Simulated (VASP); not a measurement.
# MgS (F-43m) in VASP: notebook, part 2 of 2

VASP 6.6.1. The steps go on from the part before.

## 4. Single point, PBE

This run uses another cell than the first one, of 19.72 Å³/atom, 0.867 times its volume.

INCAR

```
  PREC = Accurate
  ENCUT = 600
  EDIFF = 1E-6
  ISMEAR = 0
  SIGMA = 0.01
  LREAL = F
  LASPH = T
  NELM = 120
  ALGO = Normal
  ISIF = 2
  LWAVE = F
  LCHARG = T
  GGA = PE
  LELF = T
  LVHAR = T
  NBANDS = 11
  GGA_COMPAT = F
```

KPOINTS

```
Automatic mesh
0
Gamma
  8 8 8
```

POSCAR

```
MgS
1.0
    0.0000000000      2.7014981612      2.7014981612
    2.7014981612      0.0000000000      2.7014981612
    2.7014981612      2.7014981612      0.0000000000
Mg S
1 1
Direct
    0.0000000000      0.0000000000      0.0000000000
    0.7500000000      0.7500000000      0.7500000000
```

Potentials or basis: VASP PAW PBE potentials, release 64 (Mg, S).

On the command line:

```console
$ cat potpaw_PBE.64/Mg/POTCAR potpaw_PBE.64/S/POTCAR > POTCAR
$ mpirun -np 1 vasp_std > vasp.out
```

OUTCAR:

```text
PREC = Accurate
   ENCUT = 600
   EDIFF = 1E-6
   ISMEAR = 0
   LREAL = F
   LASPH = T
   NELM = 120
   ISIF = 2
   GGA = PE

 ion  position               nearest neighbor table
   1  0.000  0.000  0.000-   2 2.34   2 2.34   2 2.34   2 2.34
   2  0.750  0.750  0.750-   1 2.34   1 2.34   1 2.34   1 2.34

  LATTYP: Found a face centered cubic cell.
 ALAT       =     5.4029963224

  Lattice vectors:

 A1 = (   0.0000000000,   2.7014981612,   2.7014981612)
 A2 = (   2.7014981612,   0.0000000000,   2.7014981612)
 A3 = (   2.7014981612,   2.7014981612,   0.0000000000)

Analysis of symmetry for initial positions (statically):
=====================================================================
 Subroutine PRICEL returns:
 Original cell was already a primitive cell.

 Routine SETGRP: Setting up the symmetry group for a
 face centered cubic supercell.

 Subroutine GETGRP returns: Found 24 space group operations
 (whereof 24 operations were pure point group operations)
 out of a pool of 48 trial point group operations.

The static configuration has the point symmetry T_d .

Analysis of symmetry for dynamics (positions and initial velocities):
=====================================================================
 Subroutine PRICEL returns:
 Original cell was already a primitive cell.

 Routine SETGRP: Setting up the symmetry group for a
 face centered cubic supercell.

 Subroutine GETGRP returns: Found 24 space group operations
 (whereof 24 operations were pure point group operations)
 out of a pool of 48 trial point group operations.

The dynamic configuration has the point symmetry T_d .

 Subroutine INISYM returns: Found 24 space group operations
 (whereof 24 operations are pure point group operations),
 and found     1 'primitive' translations

----------------------------------------------------------------------------------------

                                     Primitive cell

  volume of cell :      39.4316

[... 111 lines left out ...]
  Thomas-Fermi vector in A             =   2.091377
   LORBIT       =      0    0 simple, 1 ext, 2 COOP (PROOUT), +10 PAW based schemes
   GGA     = PE    functional components
   LHFCALC =     F    Hartree Fock is set to
   AEXX    =    0.0000 exact exchange contribution
   IVDW    =     0    specifies the selected vdW correction
   LEPSILON=     F    determine dielectric tensor
   LRPA    =     F    only Hartree local field effects (RPA)
 non-spin polarized calculation
 Gauss-broadening in eV      SIGMA  =   0.01
  energy-cutoff  :      600.00
  volume of cell :       39.43
 maximum number of plane-waves:      1363
 NGX is ok and might be reduce to    32
   NGX = 15   NGY = 15   NGZ = 15

 number of electron       8.0000000 magnetization

 Free energy of the ion-electron system (eV)
  ---------------------------------------------------
  ext. energy  EPLUGINS =         0.00000000
  ---------------------------------------------------
  free energy    TOTEN  =        -8.25269588 eV

  energy without entropy =       -8.25269588  energy(sigma->0) =       -8.25269588

 E-fermi :   2.0620     XC(G=0):  -8.9438

 val. band max:        2.0105303240   @ k =   0.0000   0.0000   0.0000
 cond. band min:       5.7417360659   @ k =   0.5000   0.5000   0.0000
 fundamental gap:      3.7312057420
 Fermi energy:         2.0619822512

 k-point     1 :       0.0000    0.0000    0.0000
  band No.  band energies     occupation
      1      -9.7705      2.00000
      2       2.0105      2.00000
      3       2.0105      2.00000
      4       2.0105      2.00000
      5       6.2079      0.00000
      6      10.3124      0.00000
      7      10.3124      0.00000
      8      10.3124      0.00000
      9      13.1206      0.00000
     10      13.1206      0.00000
     11      16.7513      0.00000
[... 309 lines left out ...]
 k-point    24 :      -0.3750    0.2500    0.1250
  band No.  band energies     occupation
      1      -8.7047      2.00000
      2      -1.2088      2.00000
      3       0.5006      2.00000
      4       1.2528      2.00000
      5       8.2055      0.00000
      6       8.9914      0.00000
      7      11.2090      0.00000
      8      11.5335      0.00000
      9      14.1717      0.00000
     10      15.6229      0.00000
     11      17.1893      0.00000

 [... further k-points ...]
[... 5 lines left out ...]
  --------------------------------------------------------------------------------------
  -------------------------------------------------------------------------------------
  Total        2.9646252      2.9646252      2.9646252     -0.0000000      0.0000000      0.0000000
  in kB      120.4581975    120.4581975    120.4581975     -0.0000000      0.0000000      0.0000000
  external PRESSURE =     120.4581975 kB  Pullay stress =       0.0000000 kB

 VOLUME and BASIS-vectors are now :
 -----------------------------------------------------------------------------
  energy-cutoff  :      600.00
  volume of cell :       39.43
      direct lattice vectors                 reciprocal lattice vectors
     0.000000000  2.701498161  2.701498161    -0.185082488  0.185082488  0.185082488
     2.701498161  0.000000000  2.701498161     0.185082488 -0.185082488  0.185082488
     2.701498161  2.701498161  0.000000000     0.185082488  0.185082488 -0.185082488

 POSITION                                       TOTAL-FORCE (eV/Angst)
 -----------------------------------------------------------------------------------
      0.00000      0.00000      0.00000        -0.000000     -0.000000     -0.000000
      4.05225      4.05225      4.05225         0.000000      0.000000      0.000000
 -----------------------------------------------------------------------------------
    total drift:                                0.000000      0.000000      0.000000

  FREE ENERGIE OF THE ION-ELECTRON SYSTEM (eV)
  ---------------------------------------------------
  free  energy   TOTEN  =        -8.2526958812 eV

  energy  without entropy=       -8.2526958812  energy(sigma->0) =       -8.25269588
```

OSZICAR:

```text
N       E                     dE             d eps       ncg     rms          rms(c)
DAV:   1     0.271427774890E+02    0.27143E+02   -0.39567E+03   646   0.663E+02
DAV:   2    -0.682598601717E+01   -0.33969E+02   -0.32277E+02   789   0.110E+02
DAV:   3    -0.874940324123E+01   -0.19234E+01   -0.19206E+01   784   0.276E+01
DAV:   4    -0.876373085483E+01   -0.14328E-01   -0.14327E-01   759   0.286E+00
DAV:   5    -0.876389620054E+01   -0.16535E-03   -0.16534E-03   796   0.307E-01    0.445E+00
DAV:   6    -0.828964077506E+01    0.47426E+00   -0.10621E+00   692   0.405E+00    0.353E+00
DAV:   7    -0.824676570757E+01    0.42875E-01   -0.29071E-01   740   0.228E+00    0.275E+00
DAV:   8    -0.825322257388E+01   -0.64569E-02   -0.19784E-02   698   0.867E-01    0.150E+00
DAV:   9    -0.825253712440E+01    0.68545E-03   -0.21736E-03   686   0.243E-01    0.371E-01
DAV:  10    -0.825269057480E+01   -0.15345E-03   -0.40939E-04   725   0.999E-02    0.769E-02
DAV:  11    -0.825269459146E+01   -0.40167E-05   -0.46621E-05   738   0.294E-02    0.302E-02
DAV:  12    -0.825269584690E+01   -0.12554E-05   -0.33950E-06   755   0.101E-02    0.558E-03
DAV:  13    -0.825269588118E+01   -0.34279E-07   -0.10549E-07   427   0.200E-03
   1 F= -.82526959E+01 E0= -.82526959E+01  d E =-.105232E-15
```

Run time: 11 s. Hardware: 1 thread of Intel Xeon Platinum 8375C at 2.90GHz (Ice Lake), shared host; peak memory 0.17 GiB.

Results:

| Property | Result |
| --- | --- |
| Free energy | -8.2527 eV |
| Pressure | 12.0 GPa |
| Band gap on the k mesh | 3.73 eV, indirect (least direct gap 4.20 eV) |

A k mesh can miss the band edges. A hybrid or GW would open this gap; PBE tends to underestimate it.

## 5. Single point, PBE

INCAR

```
PREC = Accurate
ENCUT = 600
EDIFF = 1E-6
ISMEAR = 0
SIGMA = 0.1
LREAL = False
LASPH = True
NELM = 120
ALGO = Normal
ISIF = 2
LWAVE = False
LCHARG = False
GGA = PE
NELECT = 8.5
NBANDS = 11
GGA_COMPAT = False
```

KPOINTS is that of step 4.

POSCAR

```
MgS
1.0
    0.0000000000      2.8331200468      2.8331200468
    2.8331200468      0.0000000000      2.8331200468
    2.8331200468      2.8331200468      0.0000000000
Mg S
1 1
Direct
    0.0000000000      0.0000000000      0.0000000000
    0.7500000000      0.7500000000      0.7500000000
```

On the command line:

```console
$ cat potpaw_PBE.64/Mg/POTCAR potpaw_PBE.64/S/POTCAR > POTCAR
$ mpirun -np 1 vasp_std > vasp.out
```

It took 10 s on 1 thread of Intel Xeon Platinum 8375C at 2.90GHz (Ice Lake), shared host; peak memory 0.18 GiB.

The run converged. Its results:

| Item | Value |
| --- | --- |
| Free energy | -5.7739 eV |

Levels at points of the mesh, in eV from the Fermi level:
| k point | band 2 | band 3 | band 4 | band 5 | band 6 | band 7 |
| --- | --- | --- | --- | --- | --- | --- |
| (0.00, 0.00, 0.00) | -4.80 | -4.80 | -4.80 | -1.63 | 3.05 | 3.05 |
| (0.50, 0.00, 0.00) | -8.00 | -5.12 | -5.12 | 0.15 | 2.70 | 2.70 |
| (0.50, 0.50, 0.00) | -7.65 | -5.85 | -5.85 | -1.24 | 0.71 | 6.17 |

Caveat: the cell carries a net charge on a neutralising background, which shifts energy and pressure; the cell is charged against a uniform background, so pressure and absolute levels hang on convention.

## 6. Single point, PBEsol

INCAR

```
SYSTEM = MgS
  PREC = Accurate
  ENCUT = 600
  EDIFF = 1E-6
  ISMEAR = 0
  SIGMA = 0.1
  LREAL = .False.
  LASPH = .True.
  NELM = 120
  ALGO = Normal
  ISIF = 2
  LWAVE = .False.
  LCHARG = .True.
  GGA = PS
  LELF = .True.
  LVHAR = .True.
  NBANDS = 11
  GGA_COMPAT = .False.
```

KPOINTS

```
regular mesh
0
Gamma
  8 8 8
  0 0 0
```

POSCAR is that of step 5.

Potentials or basis: VASP PAW PBE potentials, release 64 (Mg, S).

On the command line:

```console
$ cat potpaw_PBE.64/Mg/POTCAR potpaw_PBE.64/S/POTCAR > POTCAR
$ mpirun -np 1 vasp_std > vasp.out
```

Run time: 9.1 s. Hardware: 1 thread of Intel Xeon Platinum 8375C at 2.90GHz (Ice Lake), shared host; peak memory 0.17 GiB.

It converged, with:

```
Free energy            : -8.9175 eV
Pressure               : -0.5 GPa
Band gap on the k mesh : 3.29 eV, direct
```

Levels at points of the mesh, in eV from the valence-band top:
| k point | band 1 | band 2 | band 3 | band 4 | band 5 | band 6 | band 7 | band 8 |
| --- | --- | --- | --- | --- | --- | --- | --- | --- |
| (0.00, 0.00, 0.00) | -11.26 | 0.00 | 0.00 | 0.00 | 3.29 | 7.87 | 7.87 | 7.87 |
| (0.50, 0.00, 0.00) | -10.57 | -3.18 | -0.33 | -0.33 | 4.99 | 7.54 | 7.54 | 8.41 |
| (0.50, 0.50, 0.00) | -10.35 | -2.85 | -1.05 | -1.05 | 3.71 | 5.54 | 11.01 | 12.14 |

Caveat: the PAW data sets were made with another functional, which shifts forces and pressure a little.

## 7. Overview

| level | cell | smearing | gap on the mesh (eV) | pressure (GPa) |
| --- | --- | --- | --- | --- |
| PBE+D3(BJ) | a = 3.709 Å, angles 60.0°, 2 atoms | gaussian 0.1 eV | 3.59 | 19.3 |
| PBE | a = 3.820 Å, angles 60.0°, 2 atoms | gaussian 0.01 eV | 3.73 | 12.0 |
| PBEsol | a = 4.007 Å, angles 60.0°, 2 atoms | gaussian 0.1 eV | 3.29 | -0.5 |

Alike in all rows: task single point; potentials or basis VASP PAW PBE potentials, release 64 (Mg, S); no spin polarisation; k mesh 8 × 8 × 8; cutoff (eV) 600.

Caveats: the PAW data sets were made with another functional, which shifts forces and pressure a little (some runs).

Total energies depend on the potentials used, so only differences within one code and one set of settings carry meaning.
